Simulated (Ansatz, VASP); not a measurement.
# One calculation of PbS, two programs

Contents of INCAR:

```
ALGO = Normal
EDIFF = 1E-6
ENCUT = 520
GGA = PS
ISIF = 2
ISMEAR = -1
LASPH = T
LCHARG = F
LREAL = F
LWAVE = F
NBANDS = 28
NELM = 80
PREC = Accurate
SIGMA = 0.01
```

Contents of KPOINTS:

```
k-points
0
Gamma
  7 7 3
```

Contents of POSCAR:

```
PbS
1.0
    2.9695000000     -2.9294050000     -0.0004050000
    2.9115000000      2.8705950000     -0.0584050000
   -1.1971429000     -0.1062924000     11.7200905000
Pb S
2 2
Direct
    0.7756000000      0.7756000000      0.6363800000
    0.2244000000      0.2244000000      0.3636200000
    0.2684000000      0.2684000000      0.5986000000
    0.7316000000      0.7316000000      0.4014000000
```

Input for Ansatz:

```yaml
crystal:
  lattice:
    - [2.9695, -2.929405, -0.000405]
    - [2.9115, 2.870595, -0.058405]
    - [-1.1971429, -0.1062924, 11.7200905]
  atoms:
    - { symbol: Pb, position: [0.7756, 0.7756, 0.63638] }
    - { symbol: Pb, position: [0.2244, 0.2244, 0.36362] }
    - { symbol: S, position: [0.2684, 0.2684, 0.5986] }
    - { symbol: S, position: [0.7316, 0.7316, 0.4014] }
kpoints:
  mp_grid: { grid: [7, 7, 3] }
  band_path:
    path:
      - [0.0, 0.0, 0.0]
      - [-0.5, 0.0, 0.0]
      - [0.0, -0.5, 0.0]
      - [0.0, 0.0, 0.0]
      - [0.0, 0.0, 0.5]
      - [-0.5, -0.5, 0.5]
      - [0.0, 0.0, 0.0]
      - [0.0, -0.5, 0.5]
      - [-0.5, 0.0, 0.5]
    npoints: 5
scf:
  occupations: { method: fermi_dirac, width: 0.01 }
hamiltonian:
  xc: pbesol
  pseudopotentials: { kind: all_electron, lapw: { basis_error: 0.0005 } }
output:
  forces: true
  stress: true
  eigenvalues: true
```

Change from the starting cell: equal xy, yz and zx shear strains of -2 %.

Alike in both runs: task single point; functional PBEsol; k mesh 7 × 7 × 3; occupations fermi-dirac, width 0.01 eV; no spin polarisation.

```csv
,VASP,Ansatz
version,VASP 6.6.1,Ansatz 0.2.0
potentials or method,"VASP PAW PBE potentials, release 64 (Pb_d, S), cutoff 520 eV","all-electron LAPW, scalar-relativistic"
```

VASP gave:

| Quantity | Value |
| --- | --- |
| gap on the k mesh at the Fermi level (eV) | 1.27 |
| rms of the force components (eV/Å) | 0.288 |

Problem. Estimate Ansatz's values.

Solution. gap on the k mesh at the Fermi level (eV): 1.28; rms of the force components (eV/Å): 0.288.

VASP's potentials were made for PBE, not for PBEsol. Atom by atom the forces differ by 0.001 eV/Å (rms over components). Ansatz ran all-electron here, and VASP with PAW potentials.

Spin-orbit coupling is off throughout.
